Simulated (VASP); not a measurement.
# BaTe (Fm-3m) in VASP: notebook, part 2 of 2

VASP 6.6.1. The steps go on from the part before.

### Step 4. Electric field gradients, PBEsol (42.03 Å³/atom)

This run uses another cell than the first one, of 42.03 Å³/atom.

Contents of INCAR:

```
SYSTEM = BaTe
ALGO     = Normal         ! electronic algorithm
EDIFF    = 1E-8           ! SCF threshold, eV
ENCUT    = 520            ! plane-wave cutoff, eV
GGA      = PS             ! functional
ISIF     = 2              ! what is computed and relaxed
ISMEAR   = -1             ! smearing method
LASPH    = .True.         ! aspherical terms in the spheres
LCHARG   = .False.        ! write CHGCAR
LEFG     = .True.       
LREAL    = .False.        ! projectors in reciprocal space
LWAVE    = .False.        ! write WAVECAR
NBANDS   = 15             ! bands
NELM     = 80             ! most SCF steps
PREC     = Accurate       ! precision mode
SIGMA    = 0.05           ! smearing width, eV
```

Contents of KPOINTS:

```
k-points
0
Gamma
  10 10 10
  0 0 0
```

Contents of POSCAR:

```
BaTe
1.0
    0.0000000000      3.4768797245      3.4768797245
    3.4768797245      0.0000000000      3.4768797245
    3.4768797245      3.4768797245      0.0000000000
Ba Te
1 1
Direct
    0.0000000000      0.0000000000      0.0000000000
    0.5000000000      0.5000000000      0.5000000000
```

Potentials or basis: VASP PAW PBE potentials, release 64 (Ba_sv, Te).

On the command line:

```bash
$ cat potpaw_PBE.64/Ba_sv/POTCAR potpaw_PBE.64/Te/POTCAR > POTCAR
$ mpirun -np 1 vasp_std > vasp.out
```

OUTCAR:

```text
SYSTEM = BaTe
   EDIFF = 1E-8
   ENCUT = 520
   GGA = PS
   ISIF = 2
   ISMEAR = -1
   LASPH = .True.
   LREAL = .False.
   NELM = 80
   PREC = Accurate

 ion  position               nearest neighbor table
   1  0.000  0.000  0.000-   2 3.48   2 3.48   2 3.48   2 3.48   2 3.48   2 3.48
   2  0.500  0.500  0.500-   1 3.48   1 3.48   1 3.48   1 3.48   1 3.48   1 3.48

  LATTYP: Found a face centered cubic cell.
 ALAT       =     6.9537594490

  Lattice vectors:

 A1 = (   0.0000000000,   3.4768797245,   3.4768797245)
 A2 = (   3.4768797245,   0.0000000000,   3.4768797245)
 A3 = (   3.4768797245,   3.4768797245,   0.0000000000)

Analysis of symmetry for initial positions (statically):
=====================================================================
 Subroutine PRICEL returns:
 Original cell was already a primitive cell.

 Routine SETGRP: Setting up the symmetry group for a
 face centered cubic supercell.

 Subroutine GETGRP returns: Found 48 space group operations
 (whereof 48 operations were pure point group operations)
 out of a pool of 48 trial point group operations.

The static configuration has the point symmetry O_h .

Analysis of symmetry for dynamics (positions and initial velocities):
=====================================================================
 Subroutine PRICEL returns:
 Original cell was already a primitive cell.

 Routine SETGRP: Setting up the symmetry group for a
 face centered cubic supercell.

 Subroutine GETGRP returns: Found 48 space group operations
 (whereof 48 operations were pure point group operations)
 out of a pool of 48 trial point group operations.

The dynamic configuration has the point symmetry O_h .
[... 166 lines left out ...]
     11       5.1315      0.00000
     12       5.1315      0.00000
     13       5.7984      0.00000
     14       5.7984      0.00000
[... 401 lines left out ...]
      2     -10.0517      2.00000
      3      -9.8730      2.00000
      4      -9.8634      2.00000
      5      -6.9770      2.00000
      6       0.7266      2.00000
      7       1.7025      2.00000
      8       1.8022      2.00000
      9       4.0932      0.00000
     10       6.7067      0.00000
     11       6.7444      0.00000
     12       7.6732      0.00000
     13       7.6977      0.00000
     14       8.8933      0.00000
     15      10.2173      0.00000

 [... further k-points ...]
[... 5 lines left out ...]
  --------------------------------------------------------------------------------------
  -------------------------------------------------------------------------------------
  Total        0.1091691      0.1091691      0.1091691      0.0000000      0.0000000      0.0000000
  in kB        2.0807087      2.0807087      2.0807087      0.0000000      0.0000000      0.0000000
  external PRESSURE =       2.0807087 kB  Pullay stress =       0.0000000 kB

 VOLUME and BASIS-vectors are now :
 -----------------------------------------------------------------------------
  energy-cutoff  :      520.00
  volume of cell :       84.06
      direct lattice vectors                 reciprocal lattice vectors
     0.000000000  3.476879724  3.476879724    -0.143807103  0.143807103  0.143807103
     3.476879724  0.000000000  3.476879724     0.143807103 -0.143807103  0.143807103
     3.476879724  3.476879724  0.000000000     0.143807103  0.143807103 -0.143807103

 POSITION                                       TOTAL-FORCE (eV/Angst)
 -----------------------------------------------------------------------------------
      0.00000      0.00000      0.00000        -0.000000     -0.000000      0.000000
      3.47688      3.47688      3.47688         0.000000      0.000000     -0.000000
 -----------------------------------------------------------------------------------
    total drift:                                0.000000     -0.000000     -0.000000

  FREE ENERGIE OF THE ION-ELECTRON SYSTEM (eV)
  ---------------------------------------------------
  free  energy   TOTEN  =        -9.1916871772 eV

  energy  without entropy=       -9.1916871626  energy(sigma->0) =       -9.19168717

 Electric field gradients (V/A^2)
---------------------------------------------------------------------
 ion       V_xx      V_yy      V_zz      V_xy      V_xz      V_yz
---------------------------------------------------------------------
   1       0.000     0.000    -0.000     0.000     0.000     0.000
   2      -0.000    -0.000     0.000     0.000     0.000     0.000
---------------------------------------------------------------------

 Electric field gradients after diagonalization (V/A^2)
 (convention: |V_zz| > |V_xx| > |V_yy|)
----------------------------------------------------------------------
 ion       V_xx      V_yy      V_zz     asymmetry (V_yy - V_xx)/ V_zz
----------------------------------------------------------------------
   1      -0.000    -0.000     0.000       0.000
   2      -0.000    -0.000     0.000       0.000
----------------------------------------------------------------------

           NMR quadrupolar parameters

 Cq : quadrupolar parameter    Cq=e*Q*V_zz/h
 eta: asymmetry parameters     (V_yy - V_xx)/ V_zz
 Q  : nuclear electric quadrupole moment in mb (millibarn)
----------------------------------------------------------------------
 ion       Cq(MHz)       eta       Q (mb)
----------------------------------------------------------------------
   1       0.000       0.000       1.000
   2       0.000       0.000       1.000
----------------------------------------------------------------------
```

OSZICAR:

```text
N       E                     dE             d eps       ncg     rms          rms(c)
DAV:   1     0.810637454735E+02    0.81064E+02   -0.62184E+03  1410   0.889E+02
DAV:   2    -0.423901840625E+01   -0.85303E+02   -0.78669E+02  1881   0.155E+02
DAV:   3    -0.918774163817E+01   -0.49487E+01   -0.49166E+01  1915   0.398E+01
DAV:   4    -0.930550348153E+01   -0.11776E+00   -0.11773E+00  1817   0.629E+00
DAV:   5    -0.930886432638E+01   -0.33608E-02   -0.33608E-02  2040   0.875E-01    0.372E+00
DAV:   6    -0.919791922999E+01    0.11095E+00   -0.11244E-01  1662   0.170E+00    0.242E+00
DAV:   7    -0.918932527716E+01    0.85940E-02   -0.86178E-02  1718   0.156E+00    0.757E-01
DAV:   8    -0.919143290604E+01   -0.21076E-02   -0.10797E-02  1543   0.601E-01    0.183E-01
DAV:   9    -0.919164485188E+01   -0.21195E-03   -0.66231E-04  1823   0.162E-01    0.528E-02
DAV:  10    -0.919168063786E+01   -0.35786E-04   -0.15813E-04  1711   0.800E-02    0.176E-02
DAV:  11    -0.919168995411E+01   -0.93163E-05   -0.29583E-05  1760   0.296E-02    0.178E-02
DAV:  12    -0.919168670564E+01    0.32485E-05   -0.99817E-06  1718   0.158E-02    0.101E-02
DAV:  13    -0.919168710758E+01   -0.40194E-06   -0.60076E-07  1725   0.483E-03    0.770E-04
DAV:  14    -0.919168715031E+01   -0.42728E-07   -0.19845E-08  1809   0.836E-04    0.288E-04
DAV:  15    -0.919168718261E+01   -0.32300E-07   -0.37804E-09  1118   0.363E-04    0.130E-04
DAV:  16    -0.919168717721E+01    0.53926E-08   -0.65639E-10   936   0.161E-04
   1 F= -.91916872E+01 E0= -.91916872E+01  d E =-.146124E-07
```

Run time: 38 s. Hardware: 1 thread of Intel Xeon Platinum 8559C (Emerald Rapids), shared host; peak memory 0.26 GiB.

Results:

| Quantity | Value |
| --- | --- |
| Free energy | -9.1917 eV |
| Pressure | 0.2 GPa |
| Band gap on the k mesh | 1.39 eV (least direct gap 1.77 eV) |
| Largest electric field gradient by atom | under 0.05 V/Å² on every atom |

Levels at points of the mesh, in eV from the valence-band top:
| k point | band 6 | band 7 | band 8 | band 9 | band 10 | band 11 |
| --- | --- | --- | --- | --- | --- | --- |
| (0.00, 0.00, 0.00) | 0.00 | 0.00 | 0.00 | 2.83 | 2.85 | 2.85 |
| (0.50, 0.00, 0.00) | -2.34 | -1.18 | -1.18 | 4.10 | 4.75 | 4.89 |
| (0.50, 0.50, 0.00) | -1.16 | -0.39 | -0.39 | 1.39 | 4.45 | 4.62 |

Caveat: the PAW data sets were made with another functional, which shifts forces and pressure a little; spin-orbit coupling is left out, which moves the levels of the heavy elements.

### Step 5. Electric field gradients, PBEsol (42.03 Å³/atom)

This run uses another cell than the first one, of 42.03 Å³/atom.

Contents of INCAR:

```
PREC = Accurate
ENCUT = 520
EDIFF = 1E-8
ISMEAR = -1
SIGMA = 0.05
LREAL = False
LASPH = True
NELM = 60
ALGO = Normal
ISIF = 2
LWAVE = False
LCHARG = False
GGA = PS
LEFG = True
NBANDS = 15
```

Contents of KPOINTS:

```
regular mesh
0
Gamma
  10 10 10
```

POSCAR is that of step 4.

Potentials or basis: VASP PAW PBE potentials, release 64 (Ba_sv, Te).

On the command line:

```bash
$ cat potpaw_PBE.64/Ba_sv/POTCAR potpaw_PBE.64/Te/POTCAR > POTCAR
$ mpirun -np 1 vasp_std > vasp.out
```

OUTCAR:

```text
PREC = Accurate
   ENCUT = 520
   EDIFF = 1E-8
   ISMEAR = -1
   LREAL = False
   LASPH = True
   NELM = 60
   ISIF = 2
   GGA = PS

 ion  position               nearest neighbor table
   1  0.000  0.000  0.000-   2 3.48   2 3.48   2 3.48   2 3.48   2 3.48   2 3.48
   2  0.500  0.500  0.500-   1 3.48   1 3.48   1 3.48   1 3.48   1 3.48   1 3.48

  LATTYP: Found a face centered cubic cell.
 ALAT       =     6.9537594490

  Lattice vectors:

 A1 = (   0.0000000000,   3.4768797245,   3.4768797245)
 A2 = (   3.4768797245,   0.0000000000,   3.4768797245)
 A3 = (   3.4768797245,   3.4768797245,   0.0000000000)

Analysis of symmetry for initial positions (statically):
[... 642 lines left out ...]
  free  energy   TOTEN  =        -9.1916871772 eV

  energy  without entropy=       -9.1916871626  energy(sigma->0) =       -9.19168717

 Electric field gradients (V/A^2)
---------------------------------------------------------------------
 ion       V_xx      V_yy      V_zz      V_xy      V_xz      V_yz
---------------------------------------------------------------------
   1       0.000     0.000    -0.000     0.000     0.000     0.000
   2      -0.000    -0.000     0.000     0.000     0.000     0.000
---------------------------------------------------------------------

 Electric field gradients after diagonalization (V/A^2)
 (convention: |V_zz| > |V_xx| > |V_yy|)
----------------------------------------------------------------------
 ion       V_xx      V_yy      V_zz     asymmetry (V_yy - V_xx)/ V_zz
----------------------------------------------------------------------
   1      -0.000    -0.000     0.000       0.000
   2      -0.000    -0.000     0.000       0.000
----------------------------------------------------------------------

           NMR quadrupolar parameters

 Cq : quadrupolar parameter    Cq=e*Q*V_zz/h
 eta: asymmetry parameters     (V_yy - V_xx)/ V_zz
 Q  : nuclear electric quadrupole moment in mb (millibarn)
----------------------------------------------------------------------
 ion       Cq(MHz)       eta       Q (mb)
----------------------------------------------------------------------
   1       0.000       0.000       1.000
   2       0.000       0.000       1.000
----------------------------------------------------------------------
```

OSZICAR:

```text
N       E                     dE             d eps       ncg     rms          rms(c)
DAV:   1     0.810637454735E+02    0.81064E+02   -0.62184E+03  1410   0.889E+02
DAV:   2    -0.423901840625E+01   -0.85303E+02   -0.78669E+02  1881   0.155E+02
DAV:   3    -0.918774163817E+01   -0.49487E+01   -0.49166E+01  1915   0.398E+01
DAV:   4    -0.930550348153E+01   -0.11776E+00   -0.11773E+00  1817   0.629E+00
DAV:   5    -0.930886432638E+01   -0.33608E-02   -0.33608E-02  2040   0.875E-01    0.372E+00
DAV:   6    -0.919791922999E+01    0.11095E+00   -0.11244E-01  1662   0.170E+00    0.242E+00
DAV:   7    -0.918932527716E+01    0.85940E-02   -0.86178E-02  1718   0.156E+00    0.757E-01
DAV:   8    -0.919143290604E+01   -0.21076E-02   -0.10797E-02  1543   0.601E-01    0.183E-01
DAV:   9    -0.919164485188E+01   -0.21195E-03   -0.66231E-04  1823   0.162E-01    0.528E-02
DAV:  10    -0.919168063786E+01   -0.35786E-04   -0.15813E-04  1711   0.800E-02    0.176E-02
DAV:  11    -0.919168995411E+01   -0.93163E-05   -0.29583E-05  1760   0.296E-02    0.178E-02
DAV:  12    -0.919168670564E+01    0.32485E-05   -0.99817E-06  1718   0.158E-02    0.101E-02
DAV:  13    -0.919168710758E+01   -0.40194E-06   -0.60076E-07  1725   0.483E-03    0.770E-04
DAV:  14    -0.919168715031E+01   -0.42728E-07   -0.19845E-08  1809   0.836E-04    0.288E-04
DAV:  15    -0.919168718261E+01   -0.32300E-07   -0.37804E-09  1118   0.363E-04    0.130E-04
DAV:  16    -0.919168717721E+01    0.53926E-08   -0.65639E-10   936   0.161E-04
   1 F= -.91916872E+01 E0= -.91916872E+01  d E =-.146124E-07
```

stdout:

```text
POSCAR found type information on POSCAR BaTe
 POSCAR found :  2 types and       2 ions
 scaLAPACK will be used
 -----------------------------------------------------------------------------
|                                                                             |
|                                                                             |
|     You enforced a specific xc type in the INCAR file but a different       |
|     I HOPE YOU KNOW WHAT YOU ARE DOING!                                     |
|                                                                             |
 -----------------------------------------------------------------------------

 LDA part: xc-table for (Slater+PW92), standard interpolation
 POSCAR, INCAR and KPOINTS ok, starting setup
 FFT: planning ... GRIDC
 FFT: planning ... GRID_SOFT
 FFT: planning ... GRID
 WAVECAR not read
 entering main loop
ion   1

ion   2
```

Wall time 38 s (1 thread of Intel Xeon Platinum 8559C (Emerald Rapids), shared host); peak memory 0.26 GiB.

Results:

- Free energy: -9.1917 eV
- Pressure: 0.2 GPa
- Band gap on the k mesh: 1.39 eV (least direct gap 1.77 eV)
- Largest electric field gradient by atom: under 0.05 V/Å² on every atom

Levels at points of the mesh, in eV from the valence-band top:
```
           k point  band 4  band 5  band 6  band 7  band 8  band 9  band 10  band 11  band 12  band 13
(0.00, 0.00, 0.00)  -12.07   -9.62    0.00    0.00    0.00    2.83     2.85     2.85     2.85     3.52
(0.50, 0.00, 0.00)  -12.09   -8.81   -2.34   -1.18   -1.18    4.10     4.75     4.89     4.89     6.94
(0.50, 0.50, 0.00)  -12.17   -9.41   -1.16   -0.39   -0.39    1.39     4.45     4.62     5.65     5.79
```

Caveat: the PAW data sets were made with another functional, which shifts forces and pressure a little; spin-orbit coupling is left out, which moves the levels of the heavy elements. A k mesh can miss the band edges.

### Step 6. Summary

| cell | gap on the mesh (eV) | pressure (GPa) |
| --- | --- | --- |
| a = 4.854 Å, angles 60.0°, 2 atoms | 1.29 | 1.6 |
| a = 4.886 Å, angles 60.0°, 2 atoms | 1.34 | 0.9 |
| a = 4.917 Å, angles 60.0°, 2 atoms | 1.39 | 0.2 |

Alike in all rows: task electric field gradients; level PBEsol; potentials or basis VASP PAW PBE potentials, release 64 (Ba_sv, Te); no spin polarisation; k mesh 10 × 10 × 10; cutoff (eV) 520; smearing fermi-dirac 0.05 eV.

Caveats: the PAW data sets were made with another functional, which shifts forces and pressure a little; spin-orbit coupling is left out, which moves the levels of the heavy elements.

Total energies depend on the potentials used, so only differences within one code and one set of settings carry meaning.
